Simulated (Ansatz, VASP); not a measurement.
B in VASP and in Ansatz

```
B
1.0
     2.87651   -0.02110    0.00221
    -1.39451    5.59077   -0.01632
    -0.01362   -1.09029    5.77796
B
12
Cartesian
  0.9803 2.8016 3.3969
  2.4002 0.4461 0.0650
  -0.4532 4.0593 5.6530
  0.9711 1.5556 2.2156
  0.9904 4.6387 1.0470
  -0.4595 2.8246 4.3496
  0.9828 4.1817 4.2833
  0.9983 4.6656 2.6987
  -0.4504 3.4568 0.2734
  -0.4636 1.9054 0.9554
  0.9604 -0.0727 2.5795
  0.9830 2.9535 1.3643
```

Alike in both runs: functional PBE; dispersion D3(BJ); k mesh 12 × 8 × 6; occupations gaussian, width 0.1 eV; no spin polarisation.

Ansatz relaxed the structure, and its values are those at the end. VASP's run is a single point on that final structure, the one shown.

|  | VASP | Ansatz |
| --- | --- | --- |
| version | VASP 6.6.1 | Ansatz 0.2.0 |
| potentials or method | VASP PAW PBE potentials, release 64 (B), cutoff 520 eV | scalar-relativistic, plane waves, PAW |
| valence electrons in the cell | 36 | 36 |

```tsv
	VASP	Ansatz	Ansatz less VASP
gap on the k mesh at the Fermi level (eV)	none	none	-
pressure (GPa)	0.0	0.0	-0.03
rms of the force components (eV/Å)	0.006	0.001	-0.0045
```

A gap of «none» marks a metal or a gap that the smearing closes.
